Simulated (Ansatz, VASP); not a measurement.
# Two plane-wave programs on Ru

```
Ru
1.0
    -1.52673    1.52673    1.52673
     1.52673   -1.52673    1.52673
     1.52673    1.52673   -1.52673
Ru
1
Cartesian
  0.0000 0.0000 0.0000
```

Alike in both runs: task single point; functional PBE; k mesh 20 × 20 × 20; occupations gaussian, width 0.05 eV; non-collinear spin, spin-orbit coupling.

|  | VASP | Ansatz |
| --- | --- | --- |
| version | VASP 6.6.1 | Ansatz 0.2.0 |
| potentials or method | VASP PAW PBE potentials, release 64 (Ru_pv), cutoff 520 eV | plane waves, PAW |
| valence electrons in the cell | 14 | 16 |

|  | VASP | Ansatz | Ansatz less VASP |
| --- | --- | --- | --- |
| pressure (GPa) | 0.2 | 0.2 | -0.04 |
| net moment per atom (μB) | 0.00 | 0.00 | 0.000 |

VASP's potentials hold 14 valence electrons a cell and Ansatz's 16, so a difference there can come from the potentials and not from the codes.
